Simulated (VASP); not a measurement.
# MgZn3 (Pm-3m) in VASP: a series of runs

Runs on MgZn3. Level: LDA. Tasks: single point, relaxation of cell and atoms.

Program: VASP 6.6.1. These are calculated values, not measurements. Logs are shortened: lines on timing, memory, paths and dates and some standing lists are left out, and cuts for length are marked.

### Step 1. The cell of the first run

It takes space group Pm-3m (No. 221, cubic). Conventional cell: a = 3.894 Å, b = 3.894 Å, c = 3.894 Å, α = 90.00°, β = 90.00°, γ = 90.00°. Within 3.6 Å of Mg (site symmetry m-3m) lie 12 Zn at 2.75 Å. Zn (site symmetry 4/mmm) has 4 Mg at 2.75 Å and 8 Zn at 2.75 Å within 3.6 Å.

### Step 2. Single point, LDA

INCAR reads:

```
SYSTEM = MgZn3
PREC = Accurate ; ENCUT = 520
EDIFF = 1E-7 ; ISMEAR = 0
SIGMA = 0.1 ; LREAL = .FALSE.
LASPH = .TRUE. ; NELM = 100
ALGO = Normal ; ISIF = 2
LWAVE = .FALSE. ; LCHARG = .FALSE.
NBANDS = 27
```

KPOINTS reads:

```
Automatic mesh
0
G
  7 7 7
  0 0 0
```

POSCAR reads:

```
MgZn3
1.0
    3.8943196409      0.0000000000      0.0000000000
    0.0000000000      3.8943196409      0.0000000000
    0.0000000000      0.0000000000      3.8943196409
Mg Zn
1 3
Direct
    0.0000000000      0.0000000000      0.0000000000
    0.5000000000      0.5000000000      0.0000000000
    0.0000000000      0.5000000000      0.5000000000
    0.5000000000      0.0000000000      0.5000000000
```

Potentials or basis: VASP PAW LDA potentials, release 64 (Mg, Zn).

Command:

```
> cat potpaw_LDA.64/Mg/POTCAR potpaw_LDA.64/Zn/POTCAR > POTCAR
> mpirun -np 1 vasp_std > vasp.out
```

OUTCAR:

```text
SYSTEM = MgZn3
   PREC = Accurate
   ENCUT = 520
   EDIFF = 1E-7
   ISMEAR = 0
   LREAL = .FALSE.
   LASPH = .TRUE.
   NELM = 100
   ISIF = 2

 ion  position               nearest neighbor table
   1  0.000  0.000  0.000-   2 2.75   3 2.75   4 2.75   3 2.75   4 2.75   2 2.75   3 2.75   3 2.75
                             2 2.75   4 2.75   4 2.75   2 2.75
   2  0.500  0.500  0.000-   1 2.75   3 2.75   4 2.75   3 2.75   4 2.75   1 2.75   4 2.75   4 2.75
                             1 2.75   3 2.75   3 2.75   1 2.75
   3  0.000  0.500  0.500-   1 2.75   2 2.75   4 2.75   1 2.75   2 2.75   1 2.75   4 2.75   1 2.75
                             2 2.75   4 2.75   2 2.75   4 2.75
   4  0.500  0.000  0.500-   1 2.75   2 2.75   3 2.75   1 2.75   2 2.75   2 2.75   3 2.75   2 2.75
                             1 2.75   3 2.75   1 2.75   3 2.75

  LATTYP: Found a simple cubic cell.
 ALAT       =     3.8943196409

  Lattice vectors:

 A1 = (   3.8943196409,   0.0000000000,   0.0000000000)
 A2 = (   0.0000000000,   3.8943196409,   0.0000000000)
 A3 = (   0.0000000000,   0.0000000000,   3.8943196409)

Analysis of symmetry for initial positions (statically):
=====================================================================
 Subroutine PRICEL returns:
 Original cell was already a primitive cell.

 Routine SETGRP: Setting up the symmetry group for a
 simple cubic supercell.

 Subroutine GETGRP returns: Found 48 space group operations
 (whereof 48 operations were pure point group operations)
 out of a pool of 48 trial point group operations.

The static configuration has the point symmetry O_h .

Analysis of symmetry for dynamics (positions and initial velocities):
=====================================================================
 Subroutine PRICEL returns:
 Original cell was already a primitive cell.

 Routine SETGRP: Setting up the symmetry group for a
 simple cubic supercell.

 Subroutine GETGRP returns: Found 48 space group operations
 (whereof 48 operations were pure point group operations)
 out of a pool of 48 trial point group operations.

The dynamic configuration has the point symmetry O_h .

 Subroutine INISYM returns: Found 48 space group operations
 (whereof 48 operations are pure point group operations),
 and found     1 'primitive' translations

----------------------------------------------------------------------------------------
[... 91 lines left out ...]
   NELM   =    100;   NELMIN=  2; NELMDL= -5     # of ELM steps
   EDIFF  = 0.1E-06   stopping-criterion for ELM
   LREAL  =      F    real-space projection
   EDIFFG = 0.1E-05   stopping-criterion for IOM
   NSW    =      0    number of steps for IOM
   IBRION =     -1    ionic relax: 0-MD 1-quasi-New 2-CG
   NFREE  =      0    steps in history (QN), initial steepest desc. (CG)
   ISIF   =      2    stress and relaxation
   ISYM   =      2    0-nonsym 1-usesym 2-fastsym
   POTIM  = 0.5000    time-step for ionic-motion
   TEBEG  =    0.0;   TEEND  =   0.0 temperature during run
   PSTRESS=    0.0 pullay stress
   NELECT =      38.0000    total number of electrons
   NUPDOWN=      -1.0000    fix difference up-down
   EMIN   =  10.00;   EMAX   =-10.00  energy-range for DOS
   EFERMI =   0.00;   METHOD = LEGACY
   ISMEAR =     0;   SIGMA  =   0.10  broadening in eV -4-tet -1-fermi 0-gaus
   EFERMI_NEDOS =   21; number of points for ismear=-14 and -15
   IALGO  =     38    algorithm
   IMIX   =      4    mixing-type and parameters
     AMIX     =   0.40;   BMIX     =  1.00
     AMIX_MAG =   1.60;   BMIX_MAG =  1.00
  volume/ion in A,a.u.               =      14.77        99.64
  Fermi-wavevector in a.u.,A,eV,Ry     =   1.413311  2.670771 27.176933  1.997448
  Thomas-Fermi vector in A             =   2.534970
   LORBIT       =      0    0 simple, 1 ext, 2 COOP (PROOUT), +10 PAW based schemes
   GGA     = CA    functional components
   LHFCALC =     F    Hartree Fock is set to
   AEXX    =    0.0000 exact exchange contribution
   IVDW    =     0    specifies the selected vdW correction
   LEPSILON=     F    determine dielectric tensor
   LRPA    =     F    only Hartree local field effects (RPA)
 non-spin polarized calculation
 Gauss-broadening in eV      SIGMA  =   0.10
  energy-cutoff  :      520.00
  volume of cell :       59.06
 maximum number of plane-waves:      1600
 NGX is ok and might be reduce to    30
   NGX = 15   NGY = 15   NGZ = 15

 number of electron      37.9999896 magnetization

 Free energy of the ion-electron system (eV)
  ---------------------------------------------------
  ext. energy  EPLUGINS =         0.00000000
  ---------------------------------------------------
  free energy    TOTEN  =        -7.80692097 eV

  energy without entropy =       -7.80059442  energy(sigma->0) =       -7.80375769

 E-fermi :   3.7154     XC(G=0): -11.5843

 val. band max:        3.3807985013   @ k =   0.4286   0.1429   0.1429
 cond. band min:       3.7310889639   @ k =   0.2857   0.0000   0.0000
 fundamental gap:      0.3502904626
 Fermi energy:         3.7154416338

 k-point     1 :       0.0000    0.0000    0.0000
  band No.  band energies     occupation
      1      -6.6625      2.00000
      2      -4.8901      2.00000
      3      -4.6771      2.00000
      4      -4.6771      2.00000
      5      -4.6771      2.00000
      6      -4.6045      2.00000
[... 589 lines left out ...]
     26      17.8787      0.00000
     27      18.0737      0.00000

------------------------ aborting loop because EDIFF is reached ----------------------------------------

  FORCE on cell =-STRESS in cart. coord.  units (eV):
  Direction    XX          YY          ZZ          XY          YZ          ZX
  --------------------------------------------------------------------------------------
  -------------------------------------------------------------------------------------
  Total       -0.0029283     -0.0029283     -0.0029283     -0.0000000     -0.0000000     -0.0000000
  in kB       -0.0794396     -0.0794396     -0.0794396     -0.0000000     -0.0000000     -0.0000000
  external PRESSURE =      -0.0794396 kB  Pullay stress =       0.0000000 kB

 VOLUME and BASIS-vectors are now :
 -----------------------------------------------------------------------------
  energy-cutoff  :      520.00
  volume of cell :       59.06
      direct lattice vectors                 reciprocal lattice vectors
     3.894319641  0.000000000  0.000000000     0.256784263  0.000000000  0.000000000
     0.000000000  3.894319641  0.000000000     0.000000000  0.256784263  0.000000000
     0.000000000  0.000000000  3.894319641     0.000000000  0.000000000  0.256784263

 POSITION                                       TOTAL-FORCE (eV/Angst)
 -----------------------------------------------------------------------------------
      0.00000      0.00000      0.00000         0.000000      0.000000      0.000000
      1.94716      1.94716      0.00000         0.000000      0.000000      0.000000
      0.00000      1.94716      1.94716         0.000000      0.000000      0.000000
      1.94716      0.00000      1.94716         0.000000      0.000000      0.000000
 -----------------------------------------------------------------------------------
    total drift:                                0.000000      0.000000     -0.000000

  FREE ENERGIE OF THE ION-ELECTRON SYSTEM (eV)
  ---------------------------------------------------
  free  energy   TOTEN  =        -7.8069209666 eV

  energy  without entropy=       -7.8005944165  energy(sigma->0) =       -7.80375769
```

It took 15 s on 1 thread of Intel Xeon Platinum 8488C (Sapphire Rapids), shared host; peak memory 0.16 GiB.

What came out:

```
Free energy            : -7.8069 eV
Pressure               : 0.0 GPa
Band gap on the k mesh : zero (band 19 reaches 4.82 eV, above the bottom of band 20 at 2.09 eV)
```

### Step 3. Relaxation of cell and atoms, LDA

This run uses another cell than the first one, of 15.60 Å³/atom, 1.056 times its volume.

INCAR reads:

```
PREC     = Accurate       # precision mode
ENCUT    = 600            # plane-wave cutoff, eV
EDIFF    = 1E-6           # SCF threshold, eV
ISMEAR   = 0              # smearing method
SIGMA    = 0.1            # smearing width, eV
LREAL    = F              # projectors in reciprocal space
LASPH    = T              # aspherical terms in the spheres
NELM     = 60             # most SCF steps
ALGO     = Normal         # electronic algorithm
ISIF     = 3              # what is computed and relaxed
LWAVE    = F              # write WAVECAR
LCHARG   = F              # write CHGCAR
IBRION   = 2              # ionic algorithm
NSW      = 80             # ionic steps
EDIFFG   = -0.02          # ionic threshold
```

KPOINTS reads:

```
Automatic mesh
0
Gamma
  7 7 7
```

POSCAR reads:

```
MgZn3
1.0
    3.9662860000      0.0000000000      0.0000000000
    0.0000000000      3.9662860000      0.0000000000
    0.0000000000      0.0000000000      3.9662860000
Mg Zn
1 3
Direct
    0.0000000000      0.0000000000      0.0000000000
    0.5000000000      0.5000000000      0.0000000000
    0.0000000000      0.5000000000      0.5000000000
    0.5000000000      0.0000000000      0.5000000000
```

Potentials or basis: VASP PAW LDA potentials, release 64 (Mg, Zn).

Command:

```
> cat potpaw_LDA.64/Mg/POTCAR potpaw_LDA.64/Zn/POTCAR > POTCAR
> mpirun -np 1 vasp_std > vasp.out
```

Wall time 26 s (1 thread of Intel Xeon Platinum 8488C (Sapphire Rapids), shared host); peak memory 0.17 GiB.

The run converged. Its results:

```
Free energy                            : -7.8078 eV
Relaxed volume                         : 14.75 Å³/atom
Relaxed cell                           : a = 3.893 Å, b = 3.893 Å, c = 3.893 Å, α = 90.00°, β = 90.00°, γ = 90.00°
Space group after relaxing (to 0.05 Å) : Pm-3m (No. 221)
Energy gained by relaxing              : 10.5 meV/atom
Ionic steps                            : 3
Pressure after relaxing                : 0.0 GPa
Band gap on the k mesh                 : zero (band 19 reaches 4.83 eV, above the bottom of band 20 at 2.09 eV)
```

Step by step:
| step | energy change (eV) | largest force (eV/Å) | pressure (GPa) | volume (Å³) |
| --- | --- | --- | --- | --- |
| 1 | 0.0000 | 0.0000 | -3.72 | 62.40 |
| 2 | -0.0417 | 0.0000 | -0.24 | 59.18 |
| 3 | -0.0418 | 0.0000 | -0.02 | 59.00 |

Final structure:
```
Mg Zn
1.0
     3.89304    0.00000    0.00000
     0.00000    3.89304    0.00000
     0.00000    0.00000    3.89304
Mg Zn
1 3
Cartesian
  0.0000 0.0000 0.0000
  1.9465 1.9465 0.0000
  0.0000 1.9465 1.9465
  1.9465 0.0000 1.9465
```

Levels at points of the mesh, in eV from the Fermi level:
```tsv
k point	band 17	band 18	band 19	band 20	band 21	band 22
(0.00, 0.00, 0.00)	-1.01	-1.01	-1.01	0.84	0.84	3.55
```
